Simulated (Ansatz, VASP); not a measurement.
# One calculation of CdS, two programs

```
Cd S
1.0
     4.16471    0.00000    0.00000
    -2.08235    3.60674    0.00000
     0.00000    0.00000    6.76789
Cd S
2 2
Direct
  0.33333 0.66667 0.93850
  0.66667 0.33333 0.43850
  0.33333 0.66667 0.43850
  0.66667 0.33333 0.93850
```

Change from the starting cell: polar distortion scaled by 0.00.

Alike in both runs: task single point; functional r2SCAN; k mesh 9 × 9 × 4; no spin polarisation.

```csv
,VASP,Ansatz
version,VASP 6.6.1,Ansatz 0.2.0
potentials or method,"VASP PAW PBE potentials, release 64 (Cd, S), cutoff 520 eV","scalar-relativistic, plane waves, PAW"
occupations,"gaussian, width 0.01 eV",fixed
valence electrons in the cell,36,52
```

```csv
,VASP,Ansatz,Ansatz less VASP
gap on the k mesh at the Fermi level (eV),1.88,1.87,-0.004
least direct gap on the mesh (eV),1.88,1.87,-0.004
pressure (GPa),4.1,3.7,-0.37
"traceless stress, the component that is largest in VASP (GPa)",-6.71,-6.42,+0.292
```

VASP's potentials were made for PBE, not for r2SCAN. VASP's potentials hold 36 valence electrons a cell and Ansatz's 52, so a difference there can come from the potentials and not from the codes.
